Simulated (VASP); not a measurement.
# Ga3As3CO in VASP: further runs, part 2 of 2

VASP 6.6.1.

## Step 3: Single point, PBE+D3(BJ)

INCAR

```
SYSTEM = Ga3As3CO
  PREC = Accurate
  ENCUT = 520
  EDIFF = 1E-6
  ISMEAR = 0
  SIGMA = 0.05
  LREAL = .FALSE.
  LASPH = .TRUE.
  NELM = 60
  ALGO = Normal
  ISIF = 2
  LWAVE = .FALSE.
  LCHARG = .FALSE.
  LDIPOL = .TRUE.
  IDIPOL = 3
  DIPOL = 0.5 0.5 0.320
  GGA = PE
  IVDW = 12
  NBANDS = 42
```

KPOINTS

```
regular mesh
0
G
  7 5 1
  0 0 0
```

POSCAR

```
Ga3As3CO
1.0
    4.0137031111      0.0000000000      0.0000000000
    0.0000000000      5.6762333751      0.0000000000
    0.0000000000      0.0000000000     23.3352699083
Ga As O C
3 3 1 1
Direct
    0.5000000000      0.5000000000      0.1714143447
    0.0000000000      0.0653835255      0.2680035048
    0.5000000000      0.4894639609      0.3228546357
    0.0000000000      0.2500000000      0.1714143447
    0.5000000000      0.8102208698      0.2504948966
    0.0000000000      0.2887573198      0.3593388866
    0.5000000000      0.7887573198      0.4836142866
    0.5000000000      0.7887573198      0.5328959107
```

Potentials or basis: VASP PAW PBE potentials, release 64 (Ga_d, As, O, C).

Launch:

```bash
$ cat potpaw_PBE.64/Ga_d/POTCAR potpaw_PBE.64/As/POTCAR potpaw_PBE.64/O/POTCAR potpaw_PBE.64/C/POTCAR > POTCAR
$ mpirun -np 1 vasp_std > vasp.out
```

OUTCAR:

```text
SYSTEM = Ga3As3CO
   PREC = Accurate
   ENCUT = 520
   EDIFF = 1E-6
   ISMEAR = 0
   LREAL = .FALSE.
   LASPH = .TRUE.
   NELM = 60
   ISIF = 2
   GGA = PE
   IVDW = 12
 IVDW          = 12

 ion  position               nearest neighbor table
   1  0.500  0.500  0.171-   4 2.46   4 2.46   5 2.55
   2  0.000  0.065  0.268-   6 2.48   4 2.49   5 2.51   5 2.51
   3  0.500  0.489  0.323-   6 2.46   6 2.46   5 2.48
   4  0.000  0.250  0.171-   1 2.46   1 2.46   2 2.49
   5  0.500  0.810  0.250-   3 2.48   2 2.51   2 2.51   1 2.55
   6  0.000  0.289  0.359-   3 2.46   3 2.46   2 2.48
   7  0.500  0.789  0.484-   8 1.15
   8  0.500  0.789  0.533-   7 1.15

  LATTYP: Found a simple orthorhombic cell.
 ALAT       =     4.0137031111
 B/A-ratio  =     1.4142135624
 C/A-ratio  =     5.8139003465

  Lattice vectors:

 A1 = (   4.0137031111,   0.0000000000,   0.0000000000)
 A2 = (   0.0000000000,   5.6762333751,   0.0000000000)
 A3 = (   0.0000000000,   0.0000000000,  23.3352699083)

Analysis of symmetry for initial positions (statically):
=====================================================================
 Subroutine PRICEL returns:
 Original cell was already a primitive cell.

 Routine SETGRP: Setting up the symmetry group for a
 simple orthorhombic supercell.

 Subroutine GETGRP returns: Found  2 space group operations
 (whereof  2 operations were pure point group operations)
 out of a pool of  8 trial point group operations.

The static configuration has the point symmetry C_1h.

Analysis of symmetry for dynamics (positions and initial velocities):
=====================================================================
 Subroutine PRICEL returns:
 Original cell was already a primitive cell.

 Routine SETGRP: Setting up the symmetry group for a
 simple orthorhombic supercell.

 Subroutine GETGRP returns: Found  2 space group operations
 (whereof  2 operations were pure point group operations)
 out of a pool of  8 trial point group operations.

The dynamic configuration has the point symmetry C_1h.

 Subroutine INISYM returns: Found  2 space group operations
 (whereof  2 operations are pure point group operations),
 and found     1 'primitive' translations

----------------------------------------------------------------------------------------

                                     Primitive cell

  volume of cell :     531.6408

  direct lattice vectors                    reciprocal lattice vectors
     4.013703111  0.000000000  0.000000000     0.249146480  0.000000000  0.000000000
     0.000000000  5.676233375  0.000000000     0.000000000  0.176173165  0.000000000
     0.000000000  0.000000000 23.335269908     0.000000000  0.000000000  0.042853586

  length of vectors
     4.013703111  5.676233375 23.335269908     0.249146480  0.176173165  0.042853586

  position of ions in fractional coordinates (direct lattice)
     0.500000000  0.500000000  0.171414345
     0.000000000  0.065383526  0.268003505
     0.500000000  0.489463961  0.322854636
     0.000000000  0.250000000  0.171414345
     0.500000000  0.810220870  0.250494897
     0.000000000  0.288757320  0.359338887
     0.500000000  0.788757320  0.483614287
     0.500000000  0.788757320  0.532895911

  ion indices of the primitive-cell ions
[... 52 lines left out ...]
   total plane-waves  NPLWV = 226800
   dimension x,y,z NGX =    30 NGY =   42 NGZ =  180
   dimension x,y,z NGXF=    60 NGYF=   84 NGZF=  360
   ions per type =               3   3   1   1
   NGX,Y,Z   is equivalent  to a cutoff of  12.43, 12.30, 12.82 a.u.
   NGXF,Y,Z  is equivalent  to a cutoff of  24.85, 24.60, 25.65 a.u.
 SYSTEM =  Ga3As3CO
   PREC   = accura    normal or accurate (medium, high low for compatibility)
   ISTART =      0    job   : 0-new  1-cont  2-samecut
   ICHARG =      2    charge: 1-file 2-atom 10-const
   ISPIN  =      1    spin polarized calculation?
   LNONCOLLINEAR =      F non collinear calculations
   LSORBIT =      F    spin-orbit coupling
   LASPH  =      T    aspherical Exc in radial PAW
   ENCUT  =  520.0 eV  38.22 Ry    6.18 a.u.   7.46 10.55 43.39*2*pi/ulx,y,z
   NELM   =     60;   NELMIN=  2; NELMDL= -5     # of ELM steps
   EDIFF  = 0.1E-05   stopping-criterion for ELM
   LREAL  =      F    real-space projection
   EDIFFG = 0.1E-04   stopping-criterion for IOM
   NSW    =      0    number of steps for IOM
   IBRION =     -1    ionic relax: 0-MD 1-quasi-New 2-CG
   NFREE  =      0    steps in history (QN), initial steepest desc. (CG)
   ISIF   =      2    stress and relaxation
   ISYM   =      2    0-nonsym 1-usesym 2-fastsym
   POTIM  = 0.5000    time-step for ionic-motion
   TEBEG  =    0.0;   TEEND  =   0.0 temperature during run
   PSTRESS=    0.0 pullay stress
   NELECT =      64.0000    total number of electrons
   NUPDOWN=      -1.0000    fix difference up-down
   EMIN   =  10.00;   EMAX   =-10.00  energy-range for DOS
   EFERMI =   0.00;   METHOD = LEGACY
   ISMEAR =     0;   SIGMA  =   0.05  broadening in eV -4-tet -1-fermi 0-gaus
   EFERMI_NEDOS =   21; number of points for ismear=-14 and -15
   IALGO  =     38    algorithm
   IMIX   =      4    mixing-type and parameters
     AMIX     =   0.40;   BMIX     =  1.00
     AMIX_MAG =   1.60;   BMIX_MAG =  1.00
  volume/ion in A,a.u.               =      66.46       448.46
  Fermi-wavevector in a.u.,A,eV,Ry     =   0.808342  1.527546  8.890285  0.653418
  Thomas-Fermi vector in A             =   1.917130
   LORBIT       =      0    0 simple, 1 ext, 2 COOP (PROOUT), +10 PAW based schemes
   GGA     = PE    functional components
   LHFCALC =     F    Hartree Fock is set to
   AEXX    =    0.0000 exact exchange contribution
   IVDW    =    12    specifies the selected vdW correction
   LEPSILON=     F    determine dielectric tensor
   LRPA    =     F    only Hartree local field effects (RPA)
 non-spin polarized calculation
 Gauss-broadening in eV      SIGMA  =   0.05
  energy-cutoff  :      520.00
  volume of cell :      531.64
 maximum number of plane-waves:     14367
 NGX is ok and might be reduce to    30
   NGX = 15   NGY = 21   NGZ = 87

 dipolmoment           0.000000      0.000000     -0.002184 electrons x Angstroem

 number of electron      64.0000019 magnetization

 dipolmoment           0.000000      0.000000      0.058836 electrons x Angstroem

 Free energy of the ion-electron system (eV)
  ---------------------------------------------------
  ext. energy  EPLUGINS =         0.00000000
  ---------------------------------------------------
  free energy    TOTEN  =       -37.55970360 eV

  energy without entropy =      -37.55970360  energy(sigma->0) =      -37.55970360

 E-fermi :  -2.0968     XC(G=0):  -3.7975

 val. band max:       -2.2972450167   @ k =   0.0000   0.0000   0.0000
 cond. band min:      -1.8927210081   @ k =   0.4286   0.0000   0.0000
 fundamental gap:      0.4045240085
 Fermi energy:        -2.0968034045

 k-point     1 :       0.0000    0.0000    0.0000
  band No.  band energies     occupation
      1     -26.7389      2.00000
      2     -17.2751      2.00000
      3     -17.2180      2.00000
      4     -17.2021      2.00000
      5     -17.1769      2.00000
      6     -17.1533      2.00000
[... 529 lines left out ...]
     41       2.7153      0.00000
     42       3.0231      0.00000

------------------------ aborting loop because EDIFF is reached ----------------------------------------

 vacuum level on the upper side and lower side of the slab       (xc-potential included)         0.081        -0.369

 Edisp (eV)   -1.26844

 E8    (eV) :    -0.5739

  FORCE on cell =-STRESS in cart. coord.  units (eV):
  Direction    XX          YY          ZZ          XY          YZ          ZX
  --------------------------------------------------------------------------------------
  -------------------------------------------------------------------------------------
  Total      -2.08923    -2.66738    -0.97410     0.00000    -0.04768     0.00000
  in kB      -6.29620    -8.03854    -2.93560     0.00000    -0.14370     0.00000
  external pressure =       -5.76 kB  Pullay stress =        0.00 kB

 VOLUME and BASIS-vectors are now :
 -----------------------------------------------------------------------------
  energy-cutoff  :      520.00
  volume of cell :      531.64
      direct lattice vectors                 reciprocal lattice vectors
     4.013703111  0.000000000  0.000000000     0.249146480  0.000000000  0.000000000
     0.000000000  5.676233375  0.000000000     0.000000000  0.176173165  0.000000000
     0.000000000  0.000000000 23.335269908     0.000000000  0.000000000  0.042853586

 POSITION                                       TOTAL-FORCE (eV/Angst)
 -----------------------------------------------------------------------------------
      2.00685      2.83812      4.00000         0.000000     -0.308756      1.032398
      0.00000      0.37113      6.25393         0.000000     -0.011169      0.022440
      2.00685      2.77831      7.53390         0.000000      0.012898      0.025443
      0.00000      1.41906      4.00000         0.000000      0.315063     -1.060341
      2.00685      4.59900      5.84537         0.000000      0.009301     -0.013754
      0.00000      1.63905      8.38527         0.000000     -0.012638      0.049206
      2.00685      4.47717     11.28527         0.000000     -0.009136      0.677794
      2.00685      4.47717     12.43527         0.000000      0.004437     -0.733187
 -----------------------------------------------------------------------------------
    total drift:                                0.000000     -0.000879     -0.001898

  FREE ENERGIE OF THE ION-ELECTRON SYSTEM (eV)
  ---------------------------------------------------
  free  energy   TOTEN  =       -38.8281408164 eV

  energy  without entropy=      -38.8281408162  energy(sigma->0) =      -38.82814082

 vacuum level on the upper side and lower side of the slab         2.706         2.237
```

Wall time 5.6 min (1 thread of Intel Xeon Platinum 8559C (Emerald Rapids), shared host); peak memory 0.64 GiB.

Results:

```
Free energy                : -38.8281 eV
Largest force              : 1.106 eV/Å
Band gap on the k mesh     : 0.40 eV (least direct gap 0.76 eV)
Dispersion energy per atom : -0.159 eV
```

Forces in eV/Å, atoms in the order of the input:
```
Ga   0.000 -0.309  1.032
Ga   0.000 -0.011  0.022
Ga   0.000  0.013  0.025
As   0.000  0.315 -1.060
As   0.000  0.009 -0.014
As   0.000 -0.013  0.049
O    0.000 -0.009  0.678
C    0.000  0.004 -0.733
```

Levels at points of the mesh, in eV from the valence-band top:
| k point | band 28 | band 29 | band 30 | band 31 | band 32 | band 33 | band 34 | band 35 | band 36 | band 37 |
| --- | --- | --- | --- | --- | --- | --- | --- | --- | --- | --- |
| (0.00, 0.00, 0.00) | -1.98 | -1.32 | -0.89 | -0.85 | 0.00 | 0.76 | 1.61 | 2.32 | 2.52 | 2.89 |

## Step 4: Single point, PBE+D3(BJ)

INCAR

```
ALGO = Normal
DIPOL = 0.5 0.5 0.320
EDIFF = 1E-7
ENCUT = 520
GGA = PE
IDIPOL = 3
ISIF = 2
ISMEAR = 0
IVDW = 12
LASPH = True
LCHARG = True
LDIPOL = True
LELF = True
LREAL = False
LVACPOTAV = True
LVHAR = True
LWAVE = False
NBANDS = 42
NELM = 100
PREC = Accurate
SIGMA = 0.05
```

KPOINTS

```
k-points
0
Gamma
  7 5 1
```

POSCAR, as its differences from that of step 3:

```diff
@@ -14,3 +14,3 @@
     0.0000000000      0.2887573198      0.3593388866
-    0.5000000000      0.7887573198      0.4836142866
-    0.5000000000      0.7887573198      0.5328959107
+    0.5000000000      1.1220906532      0.4836142866
+    0.5000000000      1.1220906532      0.5328959107
```

Launch:

```bash
$ cat potpaw_PBE.64/Ga_d/POTCAR potpaw_PBE.64/As/POTCAR potpaw_PBE.64/O/POTCAR potpaw_PBE.64/C/POTCAR > POTCAR
$ mpirun -np 1 vasp_std > vasp.out
```

Run time: 5.9 min. Hardware: 1 thread of Intel Xeon Platinum 8559C (Emerald Rapids), shared host; peak memory 0.65 GiB.

Results (log left out):

```
Free energy                : -38.8052 eV
Largest force              : 1.109 eV/Å
Band gap on the k mesh     : 0.40 eV (least direct gap 0.76 eV)
Dispersion energy per atom : -0.160 eV
```

Forces in eV/Å, atoms in the order of the input:
```
Ga   0.000 -0.313  1.028
Ga   0.000 -0.002  0.014
Ga   0.000 -0.008  0.000
As   0.000  0.319 -1.062
As   0.000  0.013 -0.009
As   0.000  0.007  0.014
O    0.000 -0.022  0.734
C    0.000  0.004 -0.719
```

Levels at points of the mesh, in eV from the valence-band top:
```tsv
k point	band 29	band 30	band 31	band 32	band 33	band 34	band 35	band 36
(0.00, 0.00, 0.00)	-1.32	-0.89	-0.85	0.00	0.76	1.64	2.29	2.54
```

## Step 5: Summary

| cell | gap on the mesh (eV) | largest force (eV/Å) |
| --- | --- | --- |
| as given, atomic positions A | 0.41 | 1.11 |
| as given, atomic positions B | 0.40 | 1.11 |
| as given, atomic positions C | 0.40 | 1.11 |

Alike in all rows: task single point; level PBE+D3(BJ); potentials or basis VASP PAW PBE potentials, release 64 (Ga_d, As, O, C); no spin polarisation; k mesh 7 × 5 × 1; cutoff (eV) 520; smearing gaussian 0.05 eV.

Total energies depend on the potentials used, so only differences within one code and one set of settings carry meaning.
